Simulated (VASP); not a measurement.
Set up this calculation in VASP 6.6.1, as the native input.

- Task: single point
- Functional: PBE
- Potentials or basis: VASP PAW PBE potentials, release 64 (Ga_d, Bi_d, Se)
- Cutoff: 520 eV
- k mesh: 4 × 4 × 4
- Occupations: gaussian, width 0.1 eV
- Spin: no spin polarisation
- Dipole correction: no
- Further INCAR settings: ALGO = Normal; EDIFF = 1e-06; NBANDS = 57

The structure of GaBiSe3 lies in POSCAR:

```
GaBiSe3
1.0
   -3.4000609400      3.4000609400      4.8084123000
    3.4000609400     -3.4000609400      4.8084123000
    3.4000609400      3.4000609400     -4.8084123000
Ga Bi Se
2 2 6
Direct
    0.5000000000      0.5000000000      0.0000000000
    0.0000000000      0.0000000000      0.0000000000
    0.7500000000      0.2500000000      0.5000000000
    0.2500000000      0.7500000000      0.5000000000
    0.2902837800      0.7902837800      0.0805675600
    0.7902837800      0.7097162200      0.5000000000
    0.7500000000      0.7500000000      0.0000000000
    0.7097162200      0.2097162200      0.9194324400
    0.2097162200      0.2902837800      0.5000000000
    0.2500000000      0.2500000000      0.0000000000
```

One way to write it, as run:

INCAR

```
ALGO = Normal
EDIFF = 1E-6
ENCUT = 520
GGA = PE
ISIF = 2
ISMEAR = 0
LASPH = T
LCHARG = F
LREAL = F
LWAVE = F
NBANDS = 57
NELM = 60
PREC = Accurate
SIGMA = 0.1
```

KPOINTS

```
k-points
0
Gamma
  4 4 4
```

Potentials or basis: VASP PAW PBE potentials, release 64 (Ga_d, Bi_d, Se).

Launch:

```console
$ cat potpaw_PBE.64/Ga_d/POTCAR potpaw_PBE.64/Bi_d/POTCAR potpaw_PBE.64/Se/POTCAR > POTCAR
$ mpirun -np 1 vasp_std > vasp.out
```

Results of the run:

```
Pressure               : 8.5 GPa
Largest force          : 1.102 eV/Å
Band gap on the k mesh : zero (bands 46 and 47 overlap by 0.30 eV)
```

Caveat: the cell stands under pressure; spin-orbit coupling is left out, which moves the levels of the heavy elements; forces of over 1 eV/Å act on the atoms, so gaps and moduli don't describe the material at rest.

Run time: 2.9 min on 1 thread of AMD EPYC 9R45 96-Core Processor (Zen 5), with other jobs on the host, peak memory 0.43 GiB.
